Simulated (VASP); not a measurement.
# Al (P6_3/mmc) in VASP: further runs

Runs on Al. Level: r2SCAN. Tasks: single point.

Everything below comes from runs of VASP 6.6.1. Logs are shortened: lines on timing, memory, paths and dates and some standing lists are left out, and cuts for length are marked.

## 1. The cell of the first run

The structure is hexagonal, space group P6_3/mmc (No. 194). Conventional cell: a = 3.023 Å, b = 3.023 Å, c = 4.867 Å, α = 90.00°, β = 90.00°, γ = 120.00°. Within 3.9 Å of Al (site symmetry -6m2) lie 12 Al at 2.99 to 3.02 Å.

This isn't the form of Al at room conditions, which is fcc.

## 2. Single point, r2SCAN (strain +0.0750 x Voigt [1, 1, 0, 0, 0, 0])

Input file POSCAR:

```
Al
1.0
    3.0233895029      0.0000000000      0.0000000000
   -1.5116947514      2.6183321150      0.0000000000
    0.0000000000      0.0000000000      4.8668500000
Al
2
Direct
    0.6666666667      0.3333333333      0.7500000000
    0.3333333333      0.6666666667      0.2500000000
```

Input file INCAR.step1:

```
SYSTEM = Al
ALGO = Normal
EDIFF = 1E-4
ENCUT = 520
GGA = PE
ISMEAR = 0
LASPH = .TRUE.
LCHARG = .FALSE.
LREAL = .FALSE.
LWAVE = .TRUE.
NBANDS = 10
NELM = 60
PREC = Accurate
SIGMA = 0.15
```

Input file INCAR.step2:

```
SYSTEM = Al
ALGO = Normal
EDIFF = 1E-7
ENCUT = 520
ISIF = 2
ISMEAR = 0
ISTART = 1
LASPH = .TRUE.
LCHARG = .TRUE.
LELF = .TRUE.
LMIXTAU = .TRUE.
LREAL = .FALSE.
LVHAR = .TRUE.
LWAVE = .FALSE.
METAGGA = R2SCAN
NBANDS = 10
NELM = 60
PREC = Accurate
SIGMA = 0.15
```

Input file KPOINTS:

```
k-points
0
G
  21 21 10
  0 0 0
```

Potentials or basis: VASP PAW PBE potentials, release 64 (Al).

On the command line:

```bash
cat potpaw_PBE.64/Al/POTCAR > POTCAR
cp INCAR.step1 INCAR
mpirun -np 1 vasp_std > vasp.out
cp INCAR.step2 INCAR
mpirun -np 1 vasp_std > vasp.out
```

OUTCAR:

```text
SYSTEM = Al
   EDIFF = 1E-7
   ENCUT = 520
   ISIF = 2
   ISMEAR = 0
   ISTART = 1
   LASPH = .TRUE.
   LREAL = .FALSE.
   METAGGA = R2SCAN
   NELM = 60
   PREC = Accurate

 ion  position               nearest neighbor table
   1  0.667  0.333  0.750-   2 2.99   2 2.99   2 2.99   2 2.99   2 2.99   2 2.99
   2  0.333  0.667  0.250-   1 2.99   1 2.99   1 2.99   1 2.99   1 2.99   1 2.99

  LATTYP: Found a hexagonal cell.
 ALAT       =     3.0233895029
 C/A-ratio  =     1.6097330481

  Lattice vectors:

 A1 = (   3.0233895029,   0.0000000000,   0.0000000000)
 A2 = (  -1.5116947514,   2.6183321150,   0.0000000000)
 A3 = (   0.0000000000,   0.0000000000,   4.8668500000)

Analysis of symmetry for initial positions (statically):
=====================================================================
 Subroutine PRICEL returns:
 Original cell was already a primitive cell.

 Routine SETGRP: Setting up the symmetry group for a
 hexagonal supercell.

 Subroutine GETGRP returns: Found 24 space group operations
 (whereof 12 operations were pure point group operations)
 out of a pool of 24 trial point group operations.

The static configuration has the point symmetry D_3d.
 The point group associated with its full space group is D_6h.

Analysis of symmetry for dynamics (positions and initial velocities):
=====================================================================
 Subroutine PRICEL returns:
 Original cell was already a primitive cell.

 Routine SETGRP: Setting up the symmetry group for a
 hexagonal supercell.

 Subroutine GETGRP returns: Found 24 space group operations
 (whereof 12 operations were pure point group operations)
 out of a pool of 24 trial point group operations.

The dynamic configuration has the point symmetry D_3d.
 The point group associated with its full space group is D_6h.

 Subroutine INISYM returns: Found 24 space group operations
 (whereof 12 operations are pure point group operations),
 and found     1 'primitive' translations

----------------------------------------------------------------------------------------

                                     Primitive cell

  volume of cell :      38.5271

  direct lattice vectors                    reciprocal lattice vectors
     3.023389503  0.000000000  0.000000000     0.330754605  0.190961260  0.000000000
    -1.511694751  2.618332115  0.000000000     0.000000000  0.381922520  0.000000000
     0.000000000  0.000000000  4.866850000     0.000000000  0.000000000  0.205471712

  length of vectors
     3.023389503  3.023389503  4.866850000     0.381922520  0.381922520  0.205471712

  position of ions in fractional coordinates (direct lattice)
     0.666666667  0.333333333  0.750000000
     0.333333333  0.666666667  0.250000000

  ion indices of the primitive-cell ions
   primitive index   ion index
                 1           1
                 2           2

----------------------------------------------------------------------------------------

 KPOINTS: k-points

Automatic generation of k-mesh.
 Grid dimensions read from file:
 generate k-points for:   21   21   10

 Generating k-lattice:

  Cartesian coordinates                     Fractional coordinates (reciprocal lattice)
     0.015750219  0.009093393  0.000000000     0.047619048 -0.000000000  0.000000000
     0.000000000  0.018186787  0.000000000     0.000000000  0.047619048  0.000000000
     0.000000000  0.000000000  0.020547171     0.000000000  0.000000000  0.100000000

  Length of vectors
     0.018186787  0.018186787  0.020547171

  Shift w.r.t. Gamma in fractional coordinates (k-lattice)
     0.000000000  0.000000000  0.000000000

 Subroutine IBZKPT returns following result:
 ===========================================

 Found    288 irreducible k-points:

 Following reciprocal coordinates:
            Coordinates               Weight
  0.000000  0.000000  0.000000      1.000000
  0.047619 -0.000000  0.000000      6.000000
  0.095238 -0.000000  0.000000      6.000000
  0.142857 -0.000000  0.000000      6.000000
  0.190476 -0.000000  0.000000      6.000000
  0.238095 -0.000000  0.000000      6.000000
[... 16 lines left out ...]
  0.142857  0.095238  0.000000     12.000000
  0.190476  0.095238  0.000000     12.000000
 [... further k-points ...]
   k-points           NKPTS =    288   k-points in BZ     NKDIM =    288   number of bands    NBANDS=     10
   number of dos      NEDOS =    301   number of ions     NIONS =      2
   total plane-waves  NPLWV =  20736
   dimension x,y,z NGX =    24 NGY =   24 NGZ =   36
   dimension x,y,z NGXF=    48 NGYF=   48 NGZF=   72
   ions per type =               2
   NGX,Y,Z   is equivalent  to a cutoff of  13.20, 13.20, 12.30 a.u.
   NGXF,Y,Z  is equivalent  to a cutoff of  26.39, 26.39, 24.59 a.u.
 SYSTEM =  Al
   PREC   = accura    normal or accurate (medium, high low for compatibility)
   ISTART =      1    job   : 0-new  1-cont  2-samecut
   ICHARG =      0    charge: 1-file 2-atom 10-const
   ISPIN  =      1    spin polarized calculation?
   LNONCOLLINEAR =      F non collinear calculations
   LSORBIT =      F    spin-orbit coupling
   LASPH  =      T    aspherical Exc in radial PAW
   ENCUT  =  520.0 eV  38.22 Ry    6.18 a.u.   5.62  5.62  9.05*2*pi/ulx,y,z
   NELM   =     60;   NELMIN=  2; NELMDL=  0     # of ELM steps
   EDIFF  = 0.1E-06   stopping-criterion for ELM
   LREAL  =      F    real-space projection
   EDIFFG = 0.1E-05   stopping-criterion for IOM
   NSW    =      0    number of steps for IOM
   IBRION =     -1    ionic relax: 0-MD 1-quasi-New 2-CG
   NFREE  =      0    steps in history (QN), initial steepest desc. (CG)
   ISIF   =      2    stress and relaxation
   ISYM   =      2    0-nonsym 1-usesym 2-fastsym
   POTIM  = 0.5000    time-step for ionic-motion
   TEBEG  =    0.0;   TEEND  =   0.0 temperature during run
   PSTRESS=    0.0 pullay stress
   NELECT =       6.0000    total number of electrons
   NUPDOWN=      -1.0000    fix difference up-down
   EMIN   =  10.00;   EMAX   =-10.00  energy-range for DOS
   EFERMI =   0.00;   METHOD = LEGACY
   ISMEAR =     0;   SIGMA  =   0.15  broadening in eV -4-tet -1-fermi 0-gaus
   EFERMI_NEDOS =   21; number of points for ismear=-14 and -15
   IALGO  =     38    algorithm
   IMIX   =      4    mixing-type and parameters
     AMIX     =   0.40;   BMIX     =  1.00
     AMIX_MAG =   1.60;   BMIX_MAG =  1.00
  volume/ion in A,a.u.               =      19.26       130.00
  Fermi-wavevector in a.u.,A,eV,Ry     =   0.880784  1.664441 10.555145  0.775781
  Thomas-Fermi vector in A             =   2.001192
   LORBIT       =      0    0 simple, 1 ext, 2 COOP (PROOUT), +10 PAW based schemes
   METAGGA = R2SCAN    functional components
   LHFCALC =     F    Hartree Fock is set to
   AEXX    =    0.0000 exact exchange contribution
   IVDW    =     0    specifies the selected vdW correction
   LEPSILON=     F    determine dielectric tensor
   LRPA    =     F    only Hartree local field effects (RPA)
 non-spin polarized calculation
 Gauss-broadening in eV      SIGMA  =   0.15
  energy-cutoff  :      520.00
  volume of cell :       38.53
 maximum number of plane-waves:      1087
 NGX is ok and might be reduce to    24
   NGX = 11   NGY = 11   NGZ = 19

 number of electron       6.0000000 magnetization

 Free energy of the ion-electron system (eV)
  ---------------------------------------------------
  ext. energy  EPLUGINS =         0.00000000
  ---------------------------------------------------
  free energy    TOTEN  =       -13.13119126 eV

  energy without entropy =      -13.12052462  energy(sigma->0) =      -13.12585794

 E-fermi :   6.5051     XC(G=0): -10.3534

 val. band max:        6.4937321006   @ k =   0.3333   0.0476   0.1000
 cond. band min:       6.5060833793   @ k =   0.2857   0.1905   0.5000
 fundamental gap:      0.0123512787
 Fermi energy:         6.5051347334

 k-point     1 :       0.0000    0.0000    0.0000
  band No.  band energies     occupation
      1      -4.3025      2.00000
      2       2.1913      2.00000
      3       2.3206      2.00000
      4      16.3127      0.00000
      5      16.3127      0.00000
      6      17.0896      0.00000
      7      17.0896      0.00000
      8      18.6725      0.00000
      9      19.7171      0.00000
     10      20.2556      0.00000

 k-point     2 :       0.0476   -0.0000    0.0000
  band No.  band energies     occupation
      1      -4.2502      2.00000
      2       2.2405      2.00000
      3       2.3719      2.00000
      4      15.2597      0.00000
      5      15.7072      0.00000
      6      17.0026      0.00000
      7      17.7845      0.00000
      8      19.1814      0.00000
      9      20.0953      0.00000
     10      20.1780      0.00000

 k-point     3 :       0.0952   -0.0000    0.0000
  band No.  band energies     occupation
      1      -4.0933      2.00000
      2       2.3881      2.00000
      3       2.5254      2.00000
      4      13.6151      0.00000
      5      14.9166      0.00000
      6      16.4498      0.00000
      7      18.8341      0.00000
      8      19.1000      0.00000
      9      19.2488      0.00000
     10      20.0048      0.00000

 k-point     4 :       0.1429   -0.0000    0.0000
  band No.  band energies     occupation
      1      -3.8322      2.00000
      2       2.6339      2.00000
      3       2.7803      2.00000
      4      11.9236      0.00000
      5      14.1942      0.00000
      6      15.7806      0.00000
      7      17.7300      0.00000
      8      17.8230      0.00000
      9      19.4466      0.00000
     10      20.1178      0.00000
[... 222 lines left out ...]
 k-point    22 :       0.0952    0.0952    0.0000
  band No.  band energies     occupation
      1      -3.6757      2.00000
      2       2.7814      2.00000
      3       2.9326      2.00000
      4      11.9621      0.00000
      5      12.1477      0.00000
      6      17.4639      0.00000
      7      17.6859      0.00000
      8      17.7956      0.00000
      9      17.9477      0.00000
     10      18.4910      0.00000

 k-point    23 :       0.1429    0.0952    0.0000
  band No.  band energies     occupation
      1      -3.3112      2.00000
      2       3.1253      2.00000
      3       3.2859      2.00000
      4      10.4048      0.00000
      5      11.3996      0.00000
      6      16.1980      0.00000
      7      16.3354      0.00000
      8      17.2624      0.00000
      9      17.5437      0.00000
     10      18.0421      0.00000

 k-point    24 :       0.1905    0.0952    0.0000
  band No.  band energies     occupation
      1      -2.8438      2.00000
      2       3.5669      2.00000
      3       3.7343      2.00000
      4       8.8304      0.00000
      5      10.8197      0.00000
      6      14.7894      0.00000
      7      14.9170      0.00000
      8      16.7611      0.00000
      9      17.0574      0.00000
     10      17.3223      0.00000

 [... further k-points ...]

------------------------ aborting loop because EDIFF is reached ----------------------------------------

  FORCE on cell =-STRESS in cart. coord.  units (eV):
  Direction    XX          YY          ZZ          XY          YZ          ZX
  --------------------------------------------------------------------------------------
  -------------------------------------------------------------------------------------
  Total       -2.6473899     -2.6473899     -2.4906031     -0.0000000     -0.0000000     -0.0000000
  in kB     -110.0935058   -110.0935057   -103.5734186     -0.0000000     -0.0000000     -0.0000000
  external PRESSURE =    -107.9201434 kB  Pullay stress =       0.0000000 kB

 VOLUME and BASIS-vectors are now :
 -----------------------------------------------------------------------------
  energy-cutoff  :      520.00
  volume of cell :       38.53
      direct lattice vectors                 reciprocal lattice vectors
     3.023389503  0.000000000  0.000000000     0.330754605  0.190961260  0.000000000
    -1.511694751  2.618332115  0.000000000     0.000000000  0.381922520  0.000000000
     0.000000000  0.000000000  4.866850000     0.000000000  0.000000000  0.205471712

 POSITION                                       TOTAL-FORCE (eV/Angst)
 -----------------------------------------------------------------------------------
      1.51169      0.87278      3.65014        -0.000000      0.000000      0.000000
     -0.00000      1.74555      1.21671         0.000000     -0.000000      0.000000
 -----------------------------------------------------------------------------------
    total drift:                                0.000000      0.000000     -0.000000

  FREE ENERGIE OF THE ION-ELECTRON SYSTEM (eV)
  ---------------------------------------------------
  free  energy   TOTEN  =       -13.1311912594 eV

  energy  without entropy=      -13.1205246222  energy(sigma->0) =      -13.12585794
```

Wall time 4.8 min (1 thread of Intel Xeon 8259CL, shared host); peak memory 0.23 GiB.

What came out:

| Property | Result |
| --- | --- |
| Free energy | -13.1312 eV |
| Pressure | -10.8 GPa |
| Band gap on the k mesh | zero (bands 3 and 4 overlap by 7.49 eV) |

Caveat: the cell differs from its parent crystal (strain +0.0750 x Voigt [1, 1, 0, 0, 0, 0]); the cell stands under tension; the PAW data sets were made with another functional, which shifts forces and pressure a little.

## 3. Single point, r2SCAN (strain +0.0875 x Voigt [1, 1, 0, 0, 0, 0])

Input file POSCAR:

```
Al
1.0
    3.0585451948      0.0000000000      0.0000000000
   -1.5292725973      2.6487778373      0.0000000000
    0.0000000000      0.0000000000      4.8668500000
Al
2
Direct
    0.6666666667      0.3333333333      0.7500000000
    0.3333333333      0.6666666667      0.2500000000
```

Input file INCAR.step1:

```
PREC = Accurate ; ENCUT = 520
ISMEAR = 0 ; SIGMA = 0.15
LREAL = F ; LASPH = T
NELM = 80 ; NBANDS = 10
GGA = PE ; ALGO = Normal
EDIFF = 1E-4 ; LWAVE = T
LCHARG = F
```

Input file INCAR.step2:

```
PREC = Accurate ; ENCUT = 520
EDIFF = 1E-6 ; ISMEAR = 0
SIGMA = 0.15 ; LREAL = F
LASPH = T ; NELM = 80
ALGO = Normal ; ISIF = 2
LWAVE = F ; LCHARG = F
METAGGA = R2SCAN ; LMIXTAU = T
NBANDS = 10 ; ISTART = 1
```

Input file KPOINTS:

```
regular mesh
0
Gamma
  21 21 10
```

Potentials or basis: VASP PAW PBE potentials, release 64 (Al).

On the command line:

```bash
cat potpaw_PBE.64/Al/POTCAR > POTCAR
cp INCAR.step1 INCAR
mpirun -np 1 vasp_std > vasp.out
cp INCAR.step2 INCAR
mpirun -np 1 vasp_std > vasp.out
```

Run time: 5.5 min. Hardware: 1 thread of Intel Xeon 8259CL, shared host; peak memory 0.23 GiB.

Results (log left out):

- Free energy: -13.0671 eV
- Pressure: -11.4 GPa
- Band gap on the k mesh: zero (bands 3 and 4 overlap by 7.56 eV)

Stress tensor (GPa, compression positive):
```
-11.74   0.00   0.00
  0.00 -11.74   0.00
  0.00   0.00 -10.77
```

Levels at points of the mesh, in eV from the Fermi level:
| k point | band 1 | band 2 | band 3 | band 4 | band 5 | band 6 | band 7 |
| --- | --- | --- | --- | --- | --- | --- | --- |
| (0.00, 0.00, 0.00) | -10.65 | -4.16 | -4.02 | 9.45 | 9.45 | 10.32 | 10.32 |
| (0.00, 0.00, 0.50) | -8.99 | -8.99 | 3.77 | 3.77 | 10.85 | 10.85 | 10.85 |

Caveat: the cell differs from its parent crystal (strain +0.0875 x Voigt [1, 1, 0, 0, 0, 0]); the cell stands under tension; the PAW data sets were made with another functional, which shifts forces and pressure a little.

## 4. Single point, r2SCAN (strain +0.1000 x Voigt [1, 1, 0, 0, 0, 0])

Input file POSCAR:

```
Al
1.0
    3.0937008866      0.0000000000      0.0000000000
   -1.5468504433      2.6792235596      0.0000000000
    0.0000000000      0.0000000000      4.8668500000
Al
2
Direct
    0.6666666667      0.3333333333      0.7500000000
    0.3333333333      0.6666666667      0.2500000000
```

Input file INCAR.step1:

```
SYSTEM = Al
ALGO     = Normal         ! electronic algorithm
EDIFF    = 1E-4           ! SCF threshold, eV
ENCUT    = 520            ! plane-wave cutoff, eV
GGA      = PE             ! functional
ISMEAR   = 0              ! smearing method
LASPH    = .TRUE.         ! aspherical terms in the spheres
LCHARG   = .FALSE.        ! write CHGCAR
LREAL    = .FALSE.        ! projectors in reciprocal space
LWAVE    = .TRUE.         ! write WAVECAR
NBANDS   = 10             ! bands
NELM     = 100            ! most SCF steps
PREC     = Accurate       ! precision mode
SIGMA    = 0.15           ! smearing width, eV
```

Input file INCAR.step2:

```
SYSTEM = Al
ALGO     = Normal         ! electronic algorithm
EDIFF    = 1E-6           ! SCF threshold, eV
ENCUT    = 520            ! plane-wave cutoff, eV
ISIF     = 2              ! what is computed and relaxed
ISMEAR   = 0              ! smearing method
ISTART   = 1            
LASPH    = .TRUE.         ! aspherical terms in the spheres
LCHARG   = .TRUE.         ! write CHGCAR
LELF     = .TRUE.         ! ELF
LMIXTAU  = .TRUE.       
LREAL    = .FALSE.        ! projectors in reciprocal space
LVHAR    = .TRUE.       
LWAVE    = .FALSE.        ! write WAVECAR
METAGGA  = R2SCAN         ! meta-GGA
NBANDS   = 10             ! bands
NELM     = 100            ! most SCF steps
PREC     = Accurate       ! precision mode
SIGMA    = 0.15           ! smearing width, eV
```

Input file KPOINTS:

```
k-points
0
G
  21 21 10
  0 0 0
```

On the command line:

```bash
cat potpaw_PBE.64/Al/POTCAR > POTCAR
cp INCAR.step1 INCAR
mpirun -np 1 vasp_std > vasp.out
cp INCAR.step2 INCAR
mpirun -np 1 vasp_std > vasp.out
```

Run time: 5.2 min. Hardware: 1 thread of Intel Xeon 8259CL, shared host; peak memory 0.23 GiB.

Results (log left out):

| Property | Result |
| --- | --- |
| Free energy | -12.9985 eV |
| Pressure | -11.9 GPa |
| Band gap on the k mesh | zero (bands 3 and 4 overlap by 7.62 eV) |

Stress tensor (GPa, compression positive):
```
-12.36   0.00   0.00
  0.00 -12.36   0.00
  0.00   0.00 -11.03
```

Levels at points of the mesh, in eV from the Fermi level:
```
           k point  band 1  band 2  band 3  band 4  band 5  band 6  band 7  band 8
(0.00, 0.00, 0.00)  -10.50   -4.00   -3.85    9.12    9.12   10.07   10.07   12.13
(0.00, 0.00, 0.50)   -8.83   -8.83    3.94    3.94   10.51   10.51   10.51   10.51
```

Caveat: the cell differs from its parent crystal (strain +0.1000 x Voigt [1, 1, 0, 0, 0, 0]); the cell stands under tension; the PAW data sets were made with another functional, which shifts forces and pressure a little.

## 5. The runs side by side

| cell | gap on the mesh (eV) | pressure (GPa) |
| --- | --- | --- |
| a = 3.023, b = 3.023, c = 4.867 Å, angles 90.0, 90.0, 120.0°, 2 atoms | none | -10.8 |
| a = 3.059, b = 3.059, c = 4.867 Å, angles 90.0, 90.0, 120.0°, 2 atoms | none | -11.4 |
| a = 3.094, b = 3.094, c = 4.867 Å, angles 90.0, 90.0, 120.0°, 2 atoms | none | -11.9 |

Alike in all rows: task single point; level r2SCAN; potentials or basis VASP PAW PBE potentials, release 64 (Al); no spin polarisation; k mesh 21 × 21 × 10; cutoff (eV) 520; smearing gaussian 0.15 eV.

Caveats: the cell stands under tension; the PAW data sets were made with another functional, which shifts forces and pressure a little.

Total energies depend on the potentials used, so only differences within one code and one set of settings carry meaning.
